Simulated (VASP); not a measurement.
# CdF2 in VASP: settings compared, part 2 of 2

VASP 6.6.1. Earlier steps stand in the parts before.

### Step 3. Single point, r2SCAN (uniaxial x strain +2.7%)

Contents of POSCAR:

```
CdF2
1.0
    0.0000000000      2.6825809990      2.6825809990
    2.7558154603      0.0000000000      2.6825809990
    2.7558154603      2.6825809990      0.0000000000
Cd F
1 2
Direct
    0.0000000000      0.0000000000      0.0000000000
    0.2500000000      0.2500000000      0.2500000000
    0.7500000000      0.7500000000      0.7500000000
```

Contents of INCAR.step1:

```
PREC = Accurate
ENCUT = 520
ISMEAR = 0
SIGMA = 0.01
LREAL = F
LASPH = T
NELM = 60
NBANDS = 20
GGA = PE
ALGO = Normal
EDIFF = 1E-4
LWAVE = T
LCHARG = F
```

Contents of INCAR.step2:

```
PREC = Accurate
ENCUT = 520
EDIFF = 1E-7
ISMEAR = 0
SIGMA = 0.01
LREAL = F
LASPH = T
NELM = 60
ALGO = Normal
ISIF = 2
LWAVE = F
LCHARG = F
METAGGA = R2SCAN
LMIXTAU = T
NBANDS = 20
ISTART = 1
```

Contents of KPOINTS:

```
Automatic mesh
0
Gamma
  8 8 8
```

Potentials or basis: VASP PAW PBE potentials, release 64 (Cd, F).

Started as:

```console
> cat potpaw_PBE.64/Cd/POTCAR potpaw_PBE.64/F/POTCAR > POTCAR
> cp INCAR.step1 INCAR
> mpirun -np 1 vasp_std > vasp.out
> cp INCAR.step2 INCAR
> mpirun -np 1 vasp_std > vasp.out
```

OUTCAR:

```text
PREC = Accurate
   ENCUT = 520
   EDIFF = 1E-7
   ISMEAR = 0
   LREAL = F
   LASPH = T
   NELM = 60
   ISIF = 2
   METAGGA = R2SCAN
   ISTART = 1

 ion  position               nearest neighbor table
   1  0.000  0.000  0.000-   2 2.34   3 2.34   3 2.34   3 2.34   3 2.34   2 2.34   2 2.34   2 2.34

   2  0.250  0.250  0.250-   1 2.34   1 2.34   1 2.34   1 2.34
   3  0.750  0.750  0.750-   1 2.34   1 2.34   1 2.34   1 2.34

  LATTYP: Found a body centered tetragonal cell.
 ALAT       =     3.7937424310
 C/A-ratio  =     1.4528215926

  Lattice vectors:

 A1 = (   2.7558154603,   0.0000000000,   2.6825809990)
 A2 = (   2.7558154603,   0.0000000000,  -2.6825809990)
 A3 = (  -2.7558154603,   2.6825809990,   0.0000000000)

Analysis of symmetry for initial positions (statically):
=====================================================================
 Subroutine PRICEL returns:
 Original cell was already a primitive cell.

 Routine SETGRP: Setting up the symmetry group for a
 body centered tetragonal supercell.

 Subroutine GETGRP returns: Found 16 space group operations
 (whereof 16 operations were pure point group operations)
 out of a pool of 16 trial point group operations.

The static configuration has the point symmetry D_4h.

Analysis of symmetry for dynamics (positions and initial velocities):
=====================================================================
 Subroutine PRICEL returns:
 Original cell was already a primitive cell.

 Routine SETGRP: Setting up the symmetry group for a
 body centered tetragonal supercell.

 Subroutine GETGRP returns: Found 16 space group operations
 (whereof 16 operations were pure point group operations)
 out of a pool of 16 trial point group operations.

The dynamic configuration has the point symmetry D_4h.

 Subroutine INISYM returns: Found 16 space group operations
 (whereof 16 operations are pure point group operations),
 and found     1 'primitive' translations

----------------------------------------------------------------------------------------

                                     Primitive cell

  volume of cell :      39.6630

  direct lattice vectors                    reciprocal lattice vectors
     0.000000000  2.682580999  2.682580999    -0.181434500  0.186387662  0.186387662
     2.755815460  0.000000000  2.682580999     0.181434500 -0.186387662  0.186387662
     2.755815460  2.682580999  0.000000000     0.181434500  0.186387662 -0.186387662

  length of vectors
     3.793742431  3.845875670  3.845875670     0.319998748  0.319998748  0.319998748

  position of ions in fractional coordinates (direct lattice)
     0.000000000  0.000000000  0.000000000
     0.250000000  0.250000000  0.250000000
     0.750000000  0.750000000  0.750000000

  ion indices of the primitive-cell ions
   primitive index   ion index
                 1           1
                 2           2
                 3           3

----------------------------------------------------------------------------------------

 KPOINTS: Automatic mesh

Automatic generation of k-mesh.
 Grid dimensions read from file:
 generate k-points for:    8    8    8

 Generating k-lattice:

  Cartesian coordinates                     Fractional coordinates (reciprocal lattice)
    -0.022679312  0.023298458  0.023298458     0.125000000  0.000000000  0.000000000
     0.022679312 -0.023298458  0.023298458     0.000000000  0.125000000  0.000000000
     0.022679312  0.023298458 -0.023298458     0.000000000  0.000000000  0.125000000

  Length of vectors
     0.039999843  0.039999843  0.039999843

  Shift w.r.t. Gamma in fractional coordinates (k-lattice)
     0.000000000  0.000000000  0.000000000

 Subroutine IBZKPT returns following result:
 ===========================================

 Found     59 irreducible k-points:

 Following reciprocal coordinates:
            Coordinates               Weight
  0.000000  0.000000  0.000000      1.000000
  0.125000  0.000000  0.000000      8.000000
  0.250000  0.000000  0.000000      8.000000
  0.375000  0.000000  0.000000      8.000000
  0.500000  0.000000  0.000000      4.000000
  0.125000  0.125000  0.000000      4.000000
[... 16 lines left out ...]
  0.250000  0.125000  0.125000      4.000000
  0.375000  0.125000  0.125000      8.000000
 [... further k-points ...]
   k-points           NKPTS =     59   k-points in BZ     NKDIM =     59   number of bands    NBANDS=     20
   number of dos      NEDOS =    301   number of ions     NIONS =      3
   total plane-waves  NPLWV =  25200
   dimension x,y,z NGX =    28 NGY =   30 NGZ =   30
   dimension x,y,z NGXF=    56 NGYF=   60 NGZF=   60
   ions per type =               1   2
   NGX,Y,Z   is equivalent  to a cutoff of  12.27, 12.97, 12.97 a.u.
   NGXF,Y,Z  is equivalent  to a cutoff of  24.54, 25.94, 25.94 a.u.
 SYSTEM =  unknown system
   PREC   = accura    normal or accurate (medium, high low for compatibility)
   ISTART =      1    job   : 0-new  1-cont  2-samecut
   ICHARG =      0    charge: 1-file 2-atom 10-const
   ISPIN  =      1    spin polarized calculation?
   LNONCOLLINEAR =      F non collinear calculations
   LSORBIT =      F    spin-orbit coupling
   LASPH  =      T    aspherical Exc in radial PAW
   ENCUT  =  520.0 eV  38.22 Ry    6.18 a.u.   7.05  7.15  7.15*2*pi/ulx,y,z
   NELM   =     60;   NELMIN=  2; NELMDL=  0     # of ELM steps
   EDIFF  = 0.1E-06   stopping-criterion for ELM
   LREAL  =      F    real-space projection
   EDIFFG = 0.1E-05   stopping-criterion for IOM
   NSW    =      0    number of steps for IOM
   IBRION =     -1    ionic relax: 0-MD 1-quasi-New 2-CG
   NFREE  =      0    steps in history (QN), initial steepest desc. (CG)
   ISIF   =      2    stress and relaxation
   ISYM   =      2    0-nonsym 1-usesym 2-fastsym
   POTIM  = 0.5000    time-step for ionic-motion
   TEBEG  =    0.0;   TEEND  =   0.0 temperature during run
   PSTRESS=    0.0 pullay stress
   NELECT =      26.0000    total number of electrons
   NUPDOWN=      -1.0000    fix difference up-down
   EMIN   =  10.00;   EMAX   =-10.00  energy-range for DOS
   EFERMI =   0.00;   METHOD = LEGACY
   ISMEAR =     0;   SIGMA  =   0.01  broadening in eV -4-tet -1-fermi 0-gaus
   EFERMI_NEDOS =   21; number of points for ismear=-14 and -15
   IALGO  =     38    algorithm
   IMIX   =      4    mixing-type and parameters
     AMIX     =   0.40;   BMIX     =  1.00
     AMIX_MAG =   1.60;   BMIX_MAG =  1.00
  volume/ion in A,a.u.               =      13.22        89.22
  Fermi-wavevector in a.u.,A,eV,Ry     =   1.422124  2.687424 27.516906  2.022436
  Thomas-Fermi vector in A             =   2.542861
   LORBIT       =      0    0 simple, 1 ext, 2 COOP (PROOUT), +10 PAW based schemes
   METAGGA = R2SCAN    functional components
   LHFCALC =     F    Hartree Fock is set to
   AEXX    =    0.0000 exact exchange contribution
   IVDW    =     0    specifies the selected vdW correction
   LEPSILON=     F    determine dielectric tensor
   LRPA    =     F    only Hartree local field effects (RPA)
 non-spin polarized calculation
 Gauss-broadening in eV      SIGMA  =   0.01
  energy-cutoff  :      520.00
  volume of cell :       39.66
 maximum number of plane-waves:      1080
   NGX = 15   NGY = 15   NGZ = 15

 number of electron      25.9999991 magnetization

 Free energy of the ion-electron system (eV)
  ---------------------------------------------------
  ext. energy  EPLUGINS =         0.00000000
  ---------------------------------------------------
  free energy    TOTEN  =       -33.71422282 eV

  energy without entropy =      -33.71422282  energy(sigma->0) =      -33.71422282

 E-fermi :  -1.8740     XC(G=0): -10.9663

 val. band max:       -1.9471732141   @ k =   0.5000  -0.2500   0.2500
 cond. band min:       1.7192489017   @ k =   0.0000   0.0000   0.0000
 fundamental gap:      3.6664221158
 Fermi energy:        -1.8739998358

 k-point     1 :       0.0000    0.0000    0.0000
  band No.  band energies     occupation
      1     -23.8311      2.00000
      2     -22.7994      2.00000
      3      -7.5697      2.00000
      4      -7.5531      2.00000
      5      -7.5530      2.00000
      6      -6.3926      2.00000
[... 12 lines left out ...]
     19      18.4666      0.00000
[... 513 lines left out ...]
      4      -7.2426      2.00000
      5      -6.7219      2.00000
      6      -6.5018      2.00000
[... 12 lines left out ...]
     19      17.1056      0.00000
     20      19.5708      0.00000

 [... further k-points ...]

------------------------ aborting loop because EDIFF is reached ----------------------------------------

  FORCE on cell =-STRESS in cart. coord.  units (eV):
  Direction    XX          YY          ZZ          XY          YZ          ZX
  --------------------------------------------------------------------------------------
  -------------------------------------------------------------------------------------
  Total       -0.6571009      0.0974800      0.0974800      0.0000000      0.0000000      0.0000000
  in kB      -26.5434155      3.9376797      3.9376797      0.0000000      0.0000000      0.0000000
  external PRESSURE =      -6.2226854 kB  Pullay stress =       0.0000000 kB

 VOLUME and BASIS-vectors are now :
 -----------------------------------------------------------------------------
  energy-cutoff  :      520.00
  volume of cell :       39.66
      direct lattice vectors                 reciprocal lattice vectors
     0.000000000  2.682580999  2.682580999    -0.181434500  0.186387662  0.186387662
     2.755815460  0.000000000  2.682580999     0.181434500 -0.186387662  0.186387662
     2.755815460  2.682580999  0.000000000     0.181434500  0.186387662 -0.186387662

 POSITION                                       TOTAL-FORCE (eV/Angst)
 -----------------------------------------------------------------------------------
      0.00000      0.00000      0.00000        -0.000000     -0.000000      0.000000
      1.37791      1.34129      1.34129         0.000000      0.000000      0.000000
      4.13372      4.02387      4.02387        -0.000000     -0.000000     -0.000000
 -----------------------------------------------------------------------------------
    total drift:                                0.000000      0.000000      0.000000

  FREE ENERGIE OF THE ION-ELECTRON SYSTEM (eV)
  ---------------------------------------------------
  free  energy   TOTEN  =       -33.7142228233 eV

  energy  without entropy=      -33.7142228233  energy(sigma->0) =      -33.71422282
```

OUTCAR.step1:

```text
PREC = Accurate
   ENCUT = 520
   ISMEAR = 0
   LREAL = F
[... 779 lines left out ...]
      0.00000      0.00000      0.00000         0.000000      0.000000      0.000000
      1.37791      1.34129      1.34129        -0.000000      0.000000      0.000000
      4.13372      4.02387      4.02387         0.000000     -0.000000     -0.000000
 -----------------------------------------------------------------------------------
    total drift:                                0.000000      0.000000      0.000000

  FREE ENERGIE OF THE ION-ELECTRON SYSTEM (eV)
  ---------------------------------------------------
  free  energy   TOTEN  =       -10.8728178639 eV

  energy  without entropy=      -10.8728178639  energy(sigma->0) =      -10.87281786
```

It took 6.3 min on 1 thread of Intel Xeon 8259CL, shared host; peak memory 0.19 GiB.

Results:

```yaml
Free_energy: -33.7142 eV
Pressure: -0.6 GPa
Band_gap_on_the_k_mesh: 3.67 eV (least direct gap 4.16 eV)
```

Stress tensor (GPa, compression positive):
```
-2.65  0.00  0.00
 0.00  0.39  0.00
 0.00  0.00  0.39
```

Caveat: the cell differs from its parent crystal (uniaxial x strain +2.7%); the PAW data sets were made with another functional, which shifts forces and pressure a little. A k mesh can miss the band edges.

### Step 4. Single point, r2SCAN (shear xy strain +3.8%)

Contents of POSCAR:

```
CdF2
1.0
    0.0513714261      2.6825809990      2.6825809990
    2.6825809990      0.0513714261      2.6825809990
    2.7339524251      2.7339524251      0.0000000000
Cd F
1 2
Direct
    0.0000000000      0.0000000000      0.0000000000
    0.2475404308      0.2475404308      0.2524595692
    0.7524595692      0.7524595692      0.7475404308
```

Contents of INCAR.step1:

```
SYSTEM = CdF2
PREC     = Accurate       ! precision mode
ENCUT    = 520            ! plane-wave cutoff, eV
ISMEAR   = 0              ! smearing method
SIGMA    = 0.01           ! smearing width, eV
LREAL    = .FALSE.        ! projectors in reciprocal space
LASPH    = .TRUE.         ! aspherical terms in the spheres
NELM     = 80             ! most SCF steps
NBANDS   = 20             ! bands
GGA      = PE             ! functional
ALGO     = Normal         ! electronic algorithm
EDIFF    = 1E-4           ! SCF threshold, eV
LWAVE    = .TRUE.         ! write WAVECAR
LCHARG   = .FALSE.        ! write CHGCAR
```

Contents of INCAR.step2:

```
SYSTEM = CdF2
PREC     = Accurate       ! precision mode
ENCUT    = 520            ! plane-wave cutoff, eV
EDIFF    = 1E-6           ! SCF threshold, eV
ISMEAR   = 0              ! smearing method
SIGMA    = 0.01           ! smearing width, eV
LREAL    = .FALSE.        ! projectors in reciprocal space
LASPH    = .TRUE.         ! aspherical terms in the spheres
NELM     = 80             ! most SCF steps
ALGO     = Normal         ! electronic algorithm
ISIF     = 2              ! what is computed and relaxed
LWAVE    = .FALSE.        ! write WAVECAR
LCHARG   = .FALSE.        ! write CHGCAR
METAGGA  = R2SCAN         ! meta-GGA
LMIXTAU  = .TRUE.       
NBANDS   = 20             ! bands
ISTART   = 1
```

Contents of KPOINTS:

```
Automatic mesh
0
G
  8 8 8
  0 0 0
```

Started as:

```console
> cat potpaw_PBE.64/Cd/POTCAR potpaw_PBE.64/F/POTCAR > POTCAR
> cp INCAR.step1 INCAR
> mpirun -np 1 vasp_std > vasp.out
> cp INCAR.step2 INCAR
> mpirun -np 1 vasp_std > vasp.out
```

Wall time 8.2 min (1 thread of Intel Xeon 8259CL, shared host); peak memory 0.21 GiB.

The run converged. Its results:

* Free energy: -33.7075 eV
* Pressure: 2.7 GPa
* Largest force: 0.014 eV/Å
* Band gap on the k mesh: 3.80 eV (least direct gap 4.21 eV)

Forces on the atoms (eV/Å):
```
Cd   0.000  0.000  0.000
F    0.000  0.000 -0.014
F    0.000  0.000  0.014
```

Stress tensor (GPa, compression positive):
```
 2.69 -1.11  0.00
-1.11  2.69  0.00
 0.00  0.00  2.71
```

Levels at points of the mesh, in eV from the valence-band top:
| k point | band 11 | band 12 | band 13 | band 14 | band 15 | band 16 |
| --- | --- | --- | --- | --- | --- | --- |
| (0.00, 0.00, 0.00) | -0.56 | -0.50 | -0.41 | 3.80 | 13.31 | 13.68 |
| (0.50, 0.00, 0.00) | -1.89 | -0.45 | -0.43 | 8.17 | 9.81 | 15.49 |
| (0.50, 0.50, 0.00) | -0.55 | -0.15 | -0.04 | 8.98 | 10.62 | 12.22 |
| (0.00, 0.00, 0.50) | -1.89 | -0.37 | -0.34 | 8.00 | 9.66 | 15.69 |
| (0.50, 0.00, 0.50) | -0.55 | -0.10 | -0.09 | 8.99 | 10.61 | 12.22 |

Caveat: the cell differs from its parent crystal (shear xy strain +3.8%); the PAW data sets were made with another functional, which shifts forces and pressure a little. A k mesh can miss the band edges.

### Step 5. Summary

| level | cell | smearing | gap on the mesh (eV) | pressure (GPa) | largest force (eV/Å) |
| --- | --- | --- | --- | --- | --- |
| PBE | a = 3.794, b = 3.794, c = 3.866 Å, angles 59.4, 59.4, 58.7°, 3 atoms, shear xy strain +3.8% | fermi-dirac 0.02 eV | 3.11 | 7.9 | 0.02 |
| r2SCAN | a = 3.794, b = 3.846, c = 3.846 Å, angles 59.1, 60.4, 60.4°, 3 atoms, uniaxial x strain +2.7% | gaussian 0.01 eV | 3.67 | -0.6 | - |
| r2SCAN | a = 3.794, b = 3.794, c = 3.866 Å, angles 59.4, 59.4, 58.7°, 3 atoms, shear xy strain +3.8% | gaussian 0.01 eV | 3.80 | 2.7 | 0.01 |

Alike in all rows: task single point; potentials or basis VASP PAW PBE potentials, release 64 (Cd, F); no spin polarisation; k mesh 8 × 8 × 8; cutoff (eV) 520.

Caveats: the PAW data sets were made with another functional, which shifts forces and pressure a little (at least some runs); the cell stands under pressure (at least some runs).

Absolute energies hang on the potentials; compare differences alone.
